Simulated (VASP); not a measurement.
Here is a VASP 6.6.1 calculation.

Contents of INCAR:

```
SYSTEM = IrRu2
PREC     = Accurate       ! precision mode
ENCUT    = 520            ! plane-wave cutoff, eV
EDIFF    = 1E-6           ! SCF threshold, eV
ISMEAR   = 0              ! smearing method
SIGMA    = 0.2            ! smearing width, eV
LREAL    = .FALSE.        ! projectors in reciprocal space
LASPH    = .TRUE.         ! aspherical terms in the spheres
NELM     = 60             ! most SCF steps
ALGO     = Fast           ! electronic algorithm
ISIF     = 2              ! what is computed and relaxed
LWAVE    = .FALSE.        ! write WAVECAR
LCHARG   = .FALSE.        ! write CHGCAR
GGA      = PE             ! functional
NBANDS   = 46             ! bands
```

The input KPOINTS:

```
Automatic mesh
0
G
  12 12 2
  0 0 0
```

File POSCAR:

```
IrRu2
1.0
    2.7078163446     -0.0000069641      0.0001316225
   -1.3539159629      2.3448153265     -0.0001053569
    0.0006394231     -0.0001888070     13.2749106915
Ru Ir
4 2
Direct
    0.3335279017      0.6665790949      0.3308619909
    0.3332256584      0.6668135267      0.8308720953
    0.6668512027      0.3333562668      0.1691192636
    0.6663006749      0.3333477846      0.6691639623
    0.0000722033      0.0001159975      0.0000124233
    0.0000223588     -0.0002126705      0.4999702647
```

Potentials or basis: VASP PAW PBE potentials, release 64 (Ru_pv, Ir).

Run with:

```bash
$ cat potpaw_PBE.64/Ru_pv/POTCAR potpaw_PBE.64/Ir/POTCAR > POTCAR
$ mpirun -np 1 vasp_std > vasp.out
```

Question: Estimate the pressure.

Answer: 0.1 GPa.

Question: Predict the largest force.

Answer: 0.018 eV/Å.

Question: What does it give for the band gap on the k mesh?

Answer: Zero (bands 37 and 38 overlap by 2.74 eV).

Stress tensor (GPa, compression positive):
```
 0.06  0.00 -0.02
 0.00  0.10  0.00
-0.02  0.00  0.16
```

Caveat: spin-orbit coupling is left out, which moves the levels of the heavy elements.
